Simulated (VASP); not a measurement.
# Re (P6_3/mmc) in VASP: notebook

The runs below take Re through single point, with LDA.

Everything below comes from runs of VASP 6.6.1. Logs are shortened: lines on timing, memory, paths and dates and some standing lists are left out, and cuts for length are marked.

### Step 1. The cell of the first run

The structure is hexagonal, space group P6_3/mmc (No. 194). The conventional cell has a = 2.739 Å, b = 2.739 Å, c = 4.412 Å, α = 90.00°, β = 90.00°, γ = 120.00°. Re (site symmetry -6m2) has 12 Re at 2.71 to 2.74 Å within 3.6 Å.

### Step 2. Single point, LDA

INCAR

```
  PREC = Accurate
  ENCUT = 600
  EDIFF = 1E-6
  ISMEAR = 0
  SIGMA = 1.0
  LREAL = False
  LASPH = True
  NELM = 120
  ALGO = Normal
  ISIF = 2
  LWAVE = False
  LCHARG = False
  GGA = CA
  NBANDS = 14
  GGA_COMPAT = False
```

KPOINTS

```
regular mesh
0
Gamma
  13 13 7
```

POSCAR

```
Re
1.0
    2.7391880258      0.0000000000      0.0000000000
   -1.3695940129      2.3722064161      0.0000000000
    0.0000000000      0.0000000000      4.4118668232
Re
2
Direct
    0.3333333333      0.6666666667      0.2500000000
    0.6666666667      0.3333333333      0.7500000000
```

Potentials or basis: VASP PAW LDA potentials, release 64 (Re).

Run with:

```bash
$ cat potpaw_LDA.64/Re/POTCAR > POTCAR
$ mpirun -np 1 vasp_std > vasp.out
```

OUTCAR:

```text
PREC = Accurate
   ENCUT = 600
   EDIFF = 1E-6
   ISMEAR = 0
   LREAL = False
   LASPH = True
   NELM = 120
   ISIF = 2
   GGA = CA

 ion  position               nearest neighbor table
   1  0.333  0.667  0.250-   2 2.71   2 2.71   2 2.71   2 2.71   2 2.71   2 2.71
   2  0.667  0.333  0.750-   1 2.71   1 2.71   1 2.71   1 2.71   1 2.71   1 2.71

  LATTYP: Found a hexagonal cell.
 ALAT       =     2.7391880258
 C/A-ratio  =     1.6106476743

  Lattice vectors:

 A1 = (   2.7391880258,   0.0000000000,   0.0000000000)
 A2 = (  -1.3695940129,   2.3722064161,   0.0000000000)
 A3 = (   0.0000000000,   0.0000000000,   4.4118668232)

Analysis of symmetry for initial positions (statically):
=====================================================================
 Subroutine PRICEL returns:
 Original cell was already a primitive cell.

 Routine SETGRP: Setting up the symmetry group for a
 hexagonal supercell.

 Subroutine GETGRP returns: Found 24 space group operations
 (whereof 12 operations were pure point group operations)
 out of a pool of 24 trial point group operations.

The static configuration has the point symmetry D_3d.
 The point group associated with its full space group is D_6h.

Analysis of symmetry for dynamics (positions and initial velocities):
=====================================================================
 Subroutine PRICEL returns:
 Original cell was already a primitive cell.

 Routine SETGRP: Setting up the symmetry group for a
 hexagonal supercell.

 Subroutine GETGRP returns: Found 24 space group operations
 (whereof 12 operations were pure point group operations)
 out of a pool of 24 trial point group operations.

The dynamic configuration has the point symmetry D_3d.
 The point group associated with its full space group is D_6h.

 Subroutine INISYM returns: Found 24 space group operations
 (whereof 12 operations are pure point group operations),
 and found     1 'primitive' translations

----------------------------------------------------------------------------------------

                                     Primitive cell

  volume of cell :      28.6680

  direct lattice vectors                    reciprocal lattice vectors
     2.739188026  0.000000000  0.000000000     0.365071689  0.210774238  0.000000000
    -1.369594013  2.372206416  0.000000000     0.000000000  0.421548476  0.000000000
     0.000000000  0.000000000  4.411866823     0.000000000  0.000000000  0.226661420

  length of vectors
     2.739188026  2.739188026  4.411866823     0.421548476  0.421548476  0.226661420

  position of ions in fractional coordinates (direct lattice)
     0.333333333  0.666666667  0.250000000
     0.666666667  0.333333333  0.750000000

  ion indices of the primitive-cell ions
   primitive index   ion index
                 1           1
                 2           2

----------------------------------------------------------------------------------------

 KPOINTS: regular mesh

Automatic generation of k-mesh.
 Grid dimensions read from file:
 generate k-points for:   13   13    7

 Generating k-lattice:

  Cartesian coordinates                     Fractional coordinates (reciprocal lattice)
     0.028082438  0.016213403  0.000000000     0.076923077  0.000000000  0.000000000
     0.000000000  0.032426806  0.000000000     0.000000000  0.076923077  0.000000000
     0.000000000  0.000000000  0.032380203     0.000000000  0.000000000  0.142857143

  Length of vectors
     0.032426806  0.032426806  0.032380203

  Shift w.r.t. Gamma in fractional coordinates (k-lattice)
     0.000000000  0.000000000  0.000000000

 Subroutine IBZKPT returns following result:
 ===========================================

 Found     84 irreducible k-points:

 Following reciprocal coordinates:
            Coordinates               Weight
  0.000000  0.000000  0.000000      1.000000
  0.076923 -0.000000  0.000000      6.000000
  0.153846  0.000000  0.000000      6.000000
  0.230769 -0.000000  0.000000      6.000000
  0.307692  0.000000  0.000000      6.000000
  0.384615 -0.000000  0.000000      6.000000
[... 16 lines left out ...]
  0.076923 -0.000000  0.142857     12.000000
  0.153846  0.000000  0.142857     12.000000
 [... further k-points ...]
   k-points           NKPTS =     84   k-points in BZ     NKDIM =     84   number of bands    NBANDS=     14
   number of dos      NEDOS =    301   number of ions     NIONS =      2
   total plane-waves  NPLWV =  20736
   dimension x,y,z NGX =    24 NGY =   24 NGZ =   36
   dimension x,y,z NGXF=    48 NGYF=   48 NGZF=   72
   ions per type =               2
   NGX,Y,Z   is equivalent  to a cutoff of  14.57, 14.57, 13.57 a.u.
   NGXF,Y,Z  is equivalent  to a cutoff of  29.13, 29.13, 27.13 a.u.
 SYSTEM =  unknown system
   PREC   = accura    normal or accurate (medium, high low for compatibility)
   ISTART =      0    job   : 0-new  1-cont  2-samecut
   ICHARG =      2    charge: 1-file 2-atom 10-const
   ISPIN  =      1    spin polarized calculation?
   LNONCOLLINEAR =      F non collinear calculations
   LSORBIT =      F    spin-orbit coupling
   LASPH  =      T    aspherical Exc in radial PAW
   ENCUT  =  600.0 eV  44.10 Ry    6.64 a.u.   5.47  5.47  8.81*2*pi/ulx,y,z
   NELM   =    120;   NELMIN=  2; NELMDL= -5     # of ELM steps
   EDIFF  = 0.1E-05   stopping-criterion for ELM
   LREAL  =      F    real-space projection
   EDIFFG = 0.1E-04   stopping-criterion for IOM
   NSW    =      0    number of steps for IOM
   IBRION =     -1    ionic relax: 0-MD 1-quasi-New 2-CG
   NFREE  =      0    steps in history (QN), initial steepest desc. (CG)
   ISIF   =      2    stress and relaxation
   ISYM   =      2    0-nonsym 1-usesym 2-fastsym
   POTIM  = 0.5000    time-step for ionic-motion
   TEBEG  =    0.0;   TEEND  =   0.0 temperature during run
   PSTRESS=    0.0 pullay stress
   NELECT =      14.0000    total number of electrons
   NUPDOWN=      -1.0000    fix difference up-down
   EMIN   =  10.00;   EMAX   =-10.00  energy-range for DOS
   EFERMI =   0.00;   METHOD = LEGACY
   ISMEAR =     0;   SIGMA  =   1.00  broadening in eV -4-tet -1-fermi 0-gaus
   EFERMI_NEDOS =   21; number of points for ismear=-14 and -15
   IALGO  =     38    algorithm
   IMIX   =      4    mixing-type and parameters
     AMIX     =   0.40;   BMIX     =  1.00
     AMIX_MAG =   1.60;   BMIX_MAG =  1.00
  volume/ion in A,a.u.               =      14.33        96.73
  Fermi-wavevector in a.u.,A,eV,Ry     =   1.289195  2.436225 22.613205  1.662024
  Thomas-Fermi vector in A             =   2.421103
   LORBIT       =      0    0 simple, 1 ext, 2 COOP (PROOUT), +10 PAW based schemes
   GGA     = CA    functional components
   LHFCALC =     F    Hartree Fock is set to
   AEXX    =    0.0000 exact exchange contribution
   IVDW    =     0    specifies the selected vdW correction
   LEPSILON=     F    determine dielectric tensor
   LRPA    =     F    only Hartree local field effects (RPA)
 non-spin polarized calculation
 Gauss-broadening in eV      SIGMA  =   1.00
  energy-cutoff  :      600.00
  volume of cell :       28.67
 maximum number of plane-waves:       984
 NGX is ok and might be reduce to    24
   NGX = 11   NGY = 11   NGZ = 17

 number of electron      14.0000000 magnetization

 Free energy of the ion-electron system (eV)
  ---------------------------------------------------
  ext. energy  EPLUGINS =         0.00000000
  ---------------------------------------------------
  free energy    TOTEN  =       -27.94597127 eV

  energy without entropy =      -27.10070307  energy(sigma->0) =      -27.52333717

 E-fermi :   8.3105     XC(G=0): -13.9807

 val. band max:        8.2423194679   @ k =   0.1538   0.0000   0.0000
 cond. band min:       8.3146779430   @ k =   0.1538   0.1538   0.4286
 fundamental gap:      0.0723584751
 Fermi energy:         8.3104860959

 k-point     1 :       0.0000    0.0000    0.0000
  band No.  band energies     occupation
      1      -1.7930      2.00000
      2       1.3830      2.00000
      3       6.5086      1.98918
      4       6.5086      1.98918
      5       6.5560      1.98690
      6       7.3901      1.80695
      7       7.3901      1.80695
      8       8.3388      0.96802
      9       8.3388      0.96802
     10       9.0174      0.31745
     11      11.6699      0.00000
     12      11.6699      0.00000
     13      18.6039      0.00000
     14      22.4039      0.00000

 k-point     2 :       0.0769   -0.0000    0.0000
  band No.  band energies     occupation
      1      -1.5434      2.00000
      2       1.6164      2.00000
      3       5.9752      1.99904
      4       6.7386      1.97378
      5       7.0024      1.93567
      6       7.2248      1.87533
      7       7.6078      1.67968
      8       7.8267      1.50609
      9       8.1459      1.18401
     10       8.4562      0.83677
     11      11.8035      0.00000
     12      12.7575      0.00000
     13      18.5989      0.00000
     14      22.9619      0.00000

 k-point     3 :       0.1538    0.0000    0.0000
  band No.  band energies     occupation
      1      -0.8385      2.00000
      2       2.2180      2.00000
      3       5.3548      1.99997
      4       6.4058      1.99293
      5       6.7426      1.97339
      6       7.4132      1.79553
      7       7.6557      1.64556
      8       7.6874      1.62182
      9       8.0644      1.27216
     10       8.2423      1.07680
     11      12.0938      0.00000
     12      14.6548      0.00000
     13      18.4794      0.00000
     14      24.3512      0.00000
[... 324 lines left out ...]
 k-point    23 :       0.0769   -0.0000    0.1429
  band No.  band energies     occupation
      1      -1.2976      2.00000
      2       1.6441      2.00000
      3       5.9696      1.99907
      4       6.5921      1.98491
      5       6.6403      1.98182
      6       6.8367      1.96286
      7       7.4340      1.78486
      8       7.9109      1.42801
      9       8.5480      0.73694
     10       8.6102      0.67169
     11      11.8031      0.00000
     12      12.4618      0.00000
     13      19.6274      0.00000
     14      22.4893      0.00000

 k-point    24 :       0.1538    0.0000    0.1429
  band No.  band energies     occupation
      1      -0.6127      2.00000
      2       2.2679      2.00000
      3       5.4063      1.99996
      4       5.8386      1.99953
      5       6.5903      1.98502
      6       7.0844      1.91707
      7       7.4846      1.75720
      8       7.9487      1.39113
      9       8.3972      0.90235
     10       8.5894      0.69330
     11      12.0328      0.00000
     12      13.9288      0.00000
     13      19.5766      0.00000
     14      23.9010      0.00000

 [... further k-points ...]

------------------------ aborting loop because EDIFF is reached ----------------------------------------

  FORCE on cell =-STRESS in cart. coord.  units (eV):
  Direction    XX          YY          ZZ          XY          YZ          ZX
  --------------------------------------------------------------------------------------
  -------------------------------------------------------------------------------------
  Total        0.9445594      0.9445594      0.5225367      0.0000000      0.0000000      0.0000000
  in kB       52.7889616     52.7889616     29.2032173      0.0000000      0.0000000      0.0000000
  external PRESSURE =      44.9270468 kB  Pullay stress =       0.0000000 kB

 VOLUME and BASIS-vectors are now :
 -----------------------------------------------------------------------------
  energy-cutoff  :      600.00
  volume of cell :       28.67
      direct lattice vectors                 reciprocal lattice vectors
     2.739188026  0.000000000  0.000000000     0.365071689  0.210774238  0.000000000
    -1.369594013  2.372206416  0.000000000     0.000000000  0.421548476  0.000000000
     0.000000000  0.000000000  4.411866823     0.000000000  0.000000000  0.226661420

 POSITION                                       TOTAL-FORCE (eV/Angst)
 -----------------------------------------------------------------------------------
     -0.00000      1.58147      1.10297        -0.000000     -0.000000      0.000000
      1.36959      0.79074      3.30890         0.000000      0.000000      0.000000
 -----------------------------------------------------------------------------------
    total drift:                               -0.000000      0.000000     -0.000000

  FREE ENERGIE OF THE ION-ELECTRON SYSTEM (eV)
  ---------------------------------------------------
  free  energy   TOTEN  =       -27.9459712691 eV

  energy  without entropy=      -27.1007030677  energy(sigma->0) =      -27.52333717
```

Run time: 14 s. Hardware: 1 thread of Intel Xeon 6975P-C (Granite Rapids), shared host; peak memory 0.16 GiB.

What came out:

* Free energy: -27.9460 eV
* Pressure: 4.5 GPa
* Band gap on the k mesh: zero (bands 7 and 8 overlap by 3.05 eV)

Stress tensor (GPa, compression positive):
```
5.28 0.00 0.00
0.00 5.28 0.00
0.00 0.00 2.92
```

Caveat: the cell stands under pressure; so wide a smearing shifts energies and pressures; spin-orbit coupling is left out, which moves the levels of the heavy elements.

### Step 3. Single point, LDA

INCAR, as its differences from that of step 2:

```diff
@@ -3,4 +3,4 @@
   EDIFF = 1E-6
-  ISMEAR = 0
-  SIGMA = 1.0
+  ISMEAR = 1
+  SIGMA = 0.01
   LREAL = False
```

KPOINTS is that of step 2.

POSCAR is that of step 2.

Potentials or basis: VASP PAW LDA potentials, release 64 (Re).

Run with:

```bash
$ cat potpaw_LDA.64/Re/POTCAR > POTCAR
$ mpirun -np 1 vasp_std > vasp.out
```

Wall time 13 s (1 thread of Intel Xeon 6975P-C (Granite Rapids), shared host); peak memory 0.16 GiB.

Results (log left out):

```
Free energy            : -27.5324 eV
Pressure               : 1.3 GPa
Band gap on the k mesh : zero (bands 7 and 8 overlap by 3.05 eV)
```

Stress tensor (GPa, compression positive):
```
1.58 0.00 0.00
0.00 1.58 0.00
0.00 0.00 0.80
```

Levels at points of the mesh, in eV from the Fermi level:
```csv
k point,band 5,band 6,band 7,band 8,band 9,band 10
"(0.00, 0.00, 0.00)",-1.63,-0.79,-0.79,0.14,0.14,0.83
```

Caveat: spin-orbit coupling is left out, which moves the levels of the heavy elements.
